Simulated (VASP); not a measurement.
Here is a VASP 6.6.1 calculation.

File INCAR:

```
SYSTEM = Y
ALGO = Normal ; EDIFF = 1E-6
ENCUT = 520 ; GGA = PE
ISIF = 2 ; ISMEAR = -1
LASPH = .True. ; LCHARG = .False.
LREAL = .False. ; LWAVE = .False.
NBANDS = 18 ; NELM = 60
PREC = Accurate ; SIGMA = 0.05
```

Contents of KPOINTS:

```
k-points
0
Gamma
  8 8 5
  0 0 0
```

The input POSCAR:

```
Y
1.0
    3.5981047680      0.0000000000      0.0000000000
   -1.7990523840      3.1160501346      0.0000000000
    0.0000000000      0.0000000000      5.6531499653
Y
2
Direct
    0.6666666667      0.3333333333      0.7500000000
    0.3333333333      0.6666666667      0.2500000000
```

Potentials or basis: VASP PAW PBE potentials, release 64 (Y_sv).

Launch:

```console
$ cat potpaw_PBE.64/Y_sv/POTCAR > POTCAR
$ mpirun -np 1 vasp_std > vasp.out
```

Q: Predict the band gap on the k mesh.

A: Zero (band 11 reaches 4.16 eV, above the bottom of band 12 at 2.76 eV).

Q: Predict the pressure.

A: 1.5 GPa.

Stress tensor (GPa, compression positive):
```
1.59 0.00 0.00
0.00 1.59 0.00
0.00 0.00 1.23
```
